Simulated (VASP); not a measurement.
# Tl (Im-3m) in VASP: a series of runs

Tl is run at these levels: PBE; tasks: single point.

All numbers are computed with VASP 6.6.1; they aren't measurements. Logs are shortened: lines on timing, memory, paths and dates and some standing lists are left out, and cuts for length are marked.

**1. The cell of the first run**

It takes space group Im-3m (No. 229, cubic). The conventional cell has a = 3.882 Å, b = 3.882 Å, c = 3.882 Å, α = 90.00°, β = 90.00°, γ = 90.00°. Tl (site symmetry m-3m) has 14 Tl at 3.36 to 3.88 Å within 4.4 Å.

**2. Single point, PBE, collinear spin, ferromagnetic start**

Input file INCAR:

```
  PREC = Accurate
  ENCUT = 500
  EDIFF = 1E-6
  ISMEAR = 0
  SIGMA = 0.1
  LREAL = False
  LASPH = True
  NELM = 200
  ALGO = Normal
  ISIF = 2
  LWAVE = False
  LCHARG = False
  ISPIN = 2
  MAGMOM = 1
  LORBIT = 11
  GGA = PE
  NBANDS = 16
  GGA_COMPAT = False
```

Input file KPOINTS:

```
Automatic mesh
0
Gamma
  6 6 6
```

Input file POSCAR:

```
Tl
1.0
   -1.9410000000      1.9410000000      1.9410000000
    1.9410000000     -1.9410000000      1.9410000000
    1.9410000000      1.9410000000     -1.9410000000
Tl
1
Direct
    0.0000000000      0.0000000000      0.0000000000
```

Potentials or basis: VASP PAW PBE potentials, release 64 (Tl_d).

Started as:

```sh
> cat potpaw_PBE.64/Tl_d/POTCAR > POTCAR
> mpirun -np 1 vasp_std > vasp.out
```

OUTCAR:

```text
PREC = Accurate
   ENCUT = 500
   EDIFF = 1E-6
   ISMEAR = 0
   LREAL = False
   LASPH = True
   NELM = 200
   ISIF = 2
   ISPIN = 2
   LORBIT = 11
   GGA = PE

 ion  position               nearest neighbor table
   1  0.000  0.000  0.000-

  LATTYP: Found a body centered cubic cell.
 ALAT       =     3.8820000000

  Lattice vectors:

 A1 = (  -1.9410000000,   1.9410000000,   1.9410000000)
 A2 = (   1.9410000000,  -1.9410000000,   1.9410000000)
 A3 = (   1.9410000000,   1.9410000000,  -1.9410000000)

Analysis of symmetry for initial positions (statically):
=====================================================================
 Subroutine PRICEL returns:
 Original cell was already a primitive cell.

 Routine SETGRP: Setting up the symmetry group for a
 body centered cubic supercell.

 Subroutine GETGRP returns: Found 48 space group operations
 (whereof 48 operations were pure point group operations)
 out of a pool of 48 trial point group operations.

The static configuration has the point symmetry O_h .

Analysis of symmetry for dynamics (positions and initial velocities):
=====================================================================
 Subroutine PRICEL returns:
 Original cell was already a primitive cell.

 Routine SETGRP: Setting up the symmetry group for a
 body centered cubic supercell.

 Subroutine GETGRP returns: Found 48 space group operations
 (whereof 48 operations were pure point group operations)
 out of a pool of 48 trial point group operations.

The dynamic configuration has the point symmetry O_h .

Analysis of structural, dynamic, and magnetic symmetry:
=====================================================================
 Subroutine PRICEL returns:
 Original cell was already a primitive cell.

 Routine SETGRP: Setting up the symmetry group for a
 body centered cubic supercell.

 Subroutine GETGRP returns: Found 48 space group operations
 (whereof 48 operations were pure point group operations)
 out of a pool of 48 trial point group operations.

The overall configuration has the point symmetry O_h .

 Subroutine INISYM returns: Found 48 space group operations
 (whereof 48 operations are pure point group operations),
 and found     1 'primitive' translations

----------------------------------------------------------------------------------------

                                     Primitive cell

  volume of cell :      29.2507

  direct lattice vectors                    reciprocal lattice vectors
    -1.941000000  1.941000000  1.941000000     0.000000000  0.257599176  0.257599176
     1.941000000 -1.941000000  1.941000000     0.257599176  0.000000000  0.257599176
     1.941000000  1.941000000 -1.941000000     0.257599176  0.257599176  0.000000000

  length of vectors
     3.361910617  3.361910617  3.361910617     0.364300248  0.364300248  0.364300248

  position of ions in fractional coordinates (direct lattice)
     0.000000000  0.000000000  0.000000000

  ion indices of the primitive-cell ions
   primitive index   ion index
                 1           1

----------------------------------------------------------------------------------------

 KPOINTS: Automatic mesh

Automatic generation of k-mesh.
 Grid dimensions read from file:
 generate k-points for:    6    6    6

 Generating k-lattice:

  Cartesian coordinates                     Fractional coordinates (reciprocal lattice)
     0.000000000  0.042933196  0.042933196     0.166666667  0.000000000  0.000000000
     0.042933196  0.000000000  0.042933196     0.000000000  0.166666667  0.000000000
     0.042933196  0.042933196  0.000000000     0.000000000  0.000000000  0.166666667

  Length of vectors
     0.060716708  0.060716708  0.060716708

  Shift w.r.t. Gamma in fractional coordinates (k-lattice)
     0.000000000  0.000000000  0.000000000

 Subroutine IBZKPT returns following result:
 ===========================================

 Found     16 irreducible k-points:

 Following reciprocal coordinates:
            Coordinates               Weight
  0.000000  0.000000  0.000000      1.000000
  0.166667  0.000000  0.000000     12.000000
  0.333333  0.000000  0.000000     12.000000
  0.500000  0.000000  0.000000      6.000000
  0.166667  0.166667  0.000000     24.000000
  0.333333  0.166667  0.000000     48.000000
[... 8 lines left out ...]
  0.500000  0.500000  0.333333     12.000000
  0.500000  0.500000  0.500000      1.000000
   k-points           NKPTS =     16   k-points in BZ     NKDIM =     16   number of bands    NBANDS=     16
   number of dos      NEDOS =    301   number of ions     NIONS =      1
   total plane-waves  NPLWV =  21952
   dimension x,y,z NGX =    28 NGY =   28 NGZ =   28
   dimension x,y,z NGXF=    56 NGYF=   56 NGZF=   56
   ions per type =               1
   NGX,Y,Z   is equivalent  to a cutoff of  13.85, 13.85, 13.85 a.u.
   NGXF,Y,Z  is equivalent  to a cutoff of  27.69, 27.69, 27.69 a.u.
 SYSTEM =  unknown system
   PREC   = accura    normal or accurate (medium, high low for compatibility)
   ISTART =      0    job   : 0-new  1-cont  2-samecut
   ICHARG =      2    charge: 1-file 2-atom 10-const
   ISPIN  =      2    spin polarized calculation?
   LNONCOLLINEAR =      F non collinear calculations
   LSORBIT =      F    spin-orbit coupling
   LASPH  =      T    aspherical Exc in radial PAW
   ENCUT  =  500.0 eV  36.75 Ry    6.06 a.u.   6.13  6.13  6.13*2*pi/ulx,y,z
   NELM   =    200;   NELMIN=  2; NELMDL= -5     # of ELM steps
   EDIFF  = 0.1E-05   stopping-criterion for ELM
   LREAL  =      F    real-space projection
   EDIFFG = 0.1E-04   stopping-criterion for IOM
   NSW    =      0    number of steps for IOM
   IBRION =     -1    ionic relax: 0-MD 1-quasi-New 2-CG
   NFREE  =      0    steps in history (QN), initial steepest desc. (CG)
   ISIF   =      2    stress and relaxation
   ISYM   =      2    0-nonsym 1-usesym 2-fastsym
   POTIM  = 0.5000    time-step for ionic-motion
   TEBEG  =    0.0;   TEEND  =   0.0 temperature during run
   PSTRESS=    0.0 pullay stress
   NELECT =      13.0000    total number of electrons
   NUPDOWN=      -1.0000    fix difference up-down
   EMIN   =  10.00;   EMAX   =-10.00  energy-range for DOS
   EFERMI =   0.00;   METHOD = LEGACY
   ISMEAR =     0;   SIGMA  =   0.10  broadening in eV -4-tet -1-fermi 0-gaus
   EFERMI_NEDOS =   21; number of points for ismear=-14 and -15
   IALGO  =     38    algorithm
   IMIX   =      4    mixing-type and parameters
     AMIX     =   0.40;   BMIX     =  1.00
     AMIX_MAG =   1.60;   BMIX_MAG =  1.00
  volume/ion in A,a.u.               =      29.25       197.39
  Fermi-wavevector in a.u.,A,eV,Ry     =   1.249330  2.360891 21.236311  1.560825
  Thomas-Fermi vector in A             =   2.383375
   LORBIT       =     11    0 simple, 1 ext, 2 COOP (PROOUT), +10 PAW based schemes
   GGA     = PE    functional components
   LHFCALC =     F    Hartree Fock is set to
   AEXX    =    0.0000 exact exchange contribution
   IVDW    =     0    specifies the selected vdW correction
   LEPSILON=     F    determine dielectric tensor
   LRPA    =     F    only Hartree local field effects (RPA)
 spin polarized calculation
 Gauss-broadening in eV      SIGMA  =   0.10
  energy-cutoff  :      500.00
  volume of cell :       29.25
 maximum number of plane-waves:       767
 NGX is ok and might be reduce to    28
   NGX = 13   NGY = 13   NGZ = 13

 number of electron      13.0000002 magnetization      -0.0004644

 number of electron      13.0000002 magnetization       0.0001611

 Free energy of the ion-electron system (eV)
  ---------------------------------------------------
  ext. energy  EPLUGINS =         0.00000000
  ---------------------------------------------------
  free energy    TOTEN  =        -2.19828946 eV

  energy without entropy =       -2.19154101  energy(sigma->0) =       -2.19491524

 E-fermi :   6.1649     XC(G=0): -10.0819

 val. band max:        6.1512885514   @ k =  -0.3333   0.5000   0.1667
 cond. band min:       6.3079609992   @ k =   0.5000   0.5000   0.3333
 fundamental gap:      0.1566724477
 Fermi energy:         6.1649359433

 spin component 1

 k-point     1 :       0.0000    0.0000    0.0000
  band No.  band energies     occupation
      1      -5.3055      1.00000
      2      -5.3055      1.00000
      3      -5.3055      1.00000
      4      -4.8969      1.00000
      5      -4.8969      1.00000
      6      -3.5508      1.00000
[... 8 lines left out ...]
     15      21.9491      0.00000
     16      22.4872      0.00000

 k-point     2 :       0.1667    0.0000    0.0000
  band No.  band energies     occupation
      1      -5.3493      1.00000
      2      -5.2893      1.00000
      3      -5.1465      1.00000
      4      -4.9384      1.00000
      5      -4.8973      1.00000
      6      -2.9208      1.00000
[... 8 lines left out ...]
     15      24.2311      0.00000
     16      24.3392      0.00000

 k-point     3 :       0.3333    0.0000    0.0000
  band No.  band energies     occupation
      1      -5.4358      1.00000
      2      -5.3703      1.00000
      3      -4.9472      1.00000
      4      -4.8965      1.00000
      5      -4.8083      1.00000
      6      -0.9977      1.00000
[... 8 lines left out ...]
     15      27.6630      0.00000
     16      27.6725      0.00000
[... 210 lines left out ...]
 k-point    15 :       0.5000    0.5000    0.3333
  band No.  band energies     occupation
      1      -5.4101      1.00000
      2      -5.3652      1.00000
      3      -4.9075      1.00000
      4      -4.8183      1.00000
      5      -4.6769      1.00000
      6       3.1231      1.00000
[... 8 lines left out ...]
     15      28.8781      0.00000
     16      31.3463      0.00000

 k-point    16 :       0.5000    0.5000    0.5000
  band No.  band energies     occupation
      1      -5.4991      1.00000
      2      -5.4991      1.00000
      3      -4.6933      1.00000
      4      -4.6933      1.00000
      5      -4.6933      1.00000
      6       4.6329      1.00000
[... 8 lines left out ...]
     15      27.9277      0.00000
     16      31.9536      0.00000
 Fermi energy:         6.1649359433

 spin component 2

 k-point     1 :       0.0000    0.0000    0.0000
  band No.  band energies     occupation
      1      -5.3055      1.00000
      2      -5.3055      1.00000
      3      -5.3055      1.00000
      4      -4.8968      1.00000
      5      -4.8968      1.00000
      6      -3.5506      1.00000
[... 8 lines left out ...]
     15      21.9493      0.00000
     16      22.4873      0.00000

 k-point     2 :       0.1667    0.0000    0.0000
  band No.  band energies     occupation
      1      -5.3493      1.00000
      2      -5.2893      1.00000
      3      -5.1465      1.00000
      4      -4.9384      1.00000
      5      -4.8972      1.00000
      6      -2.9207      1.00000
[... 8 lines left out ...]
     15      24.2313      0.00000
     16      24.3393      0.00000

 k-point     3 :       0.3333    0.0000    0.0000
  band No.  band energies     occupation
      1      -5.4358      1.00000
      2      -5.3703      1.00000
      3      -4.9472      1.00000
      4      -4.8965      1.00000
      5      -4.8083      1.00000
      6      -0.9976      1.00000
[... 8 lines left out ...]
     15      27.6631      0.00000
     16      27.6727      0.00000
[... 210 lines left out ...]
 k-point    15 :       0.5000    0.5000    0.3333
  band No.  band energies     occupation
      1      -5.4100      1.00000
      2      -5.3652      1.00000
      3      -4.9075      1.00000
      4      -4.8183      1.00000
      5      -4.6769      1.00000
      6       3.1232      1.00000
[... 8 lines left out ...]
     15      28.8783      0.00000
     16      31.3467      0.00000

 k-point    16 :       0.5000    0.5000    0.5000
  band No.  band energies     occupation
      1      -5.4991      1.00000
      2      -5.4991      1.00000
      3      -4.6933      1.00000
      4      -4.6933      1.00000
      5      -4.6933      1.00000
      6       4.6330      1.00000
[... 8 lines left out ...]
     15      27.9279      0.00000
     16      31.9538      0.00000

------------------------ aborting loop because EDIFF is reached ----------------------------------------

  FORCE on cell =-STRESS in cart. coord.  units (eV):
  Direction    XX          YY          ZZ          XY          YZ          ZX
  --------------------------------------------------------------------------------------
  -------------------------------------------------------------------------------------
  Total        0.4242690      0.4242690      0.4242690     -0.0000000      0.0000000      0.0000000
  in kB       23.2388831     23.2388831     23.2388831     -0.0000000      0.0000000      0.0000000
  external PRESSURE =      23.2388831 kB  Pullay stress =       0.0000000 kB

 VOLUME and BASIS-vectors are now :
 -----------------------------------------------------------------------------
  energy-cutoff  :      500.00
  volume of cell :       29.25
      direct lattice vectors                 reciprocal lattice vectors
    -1.941000000  1.941000000  1.941000000     0.000000000  0.257599176  0.257599176
     1.941000000 -1.941000000  1.941000000     0.257599176  0.000000000  0.257599176
     1.941000000  1.941000000 -1.941000000     0.257599176  0.257599176  0.000000000

 POSITION                                       TOTAL-FORCE (eV/Angst)
 -----------------------------------------------------------------------------------
      0.00000      0.00000      0.00000        -0.000000     -0.000000     -0.000000
 -----------------------------------------------------------------------------------
    total drift:                                0.000000     -0.000000     -0.000000

  FREE ENERGIE OF THE ION-ELECTRON SYSTEM (eV)
  ---------------------------------------------------
  free  energy   TOTEN  =        -2.1982894610 eV

  energy  without entropy=       -2.1915410133  energy(sigma->0) =       -2.19491524

 total charge

# of ion       s       p       d       tot
------------------------------------------
    1        1.185   0.383   9.640  11.209

 magnetization (x)

# of ion       s       p       d       tot
------------------------------------------
    1        0.000   0.000  -0.000   0.000
```

Wall time 9.4 s (1 thread of Intel Xeon 6975P-C (Granite Rapids), shared host); peak memory 0.17 GiB.

Results:

* Free energy: -2.1983 eV
* Pressure: 2.3 GPa
* Net moment: 0.00 μB per cell
* Valence electrons inside the program's atomic spheres: Tl 11.21

Caveat: the k points lie up to 0.38 Å⁻¹ apart; spin-orbit coupling is left out, which moves the levels of the heavy elements.

(Continued in part 2 of 2.)
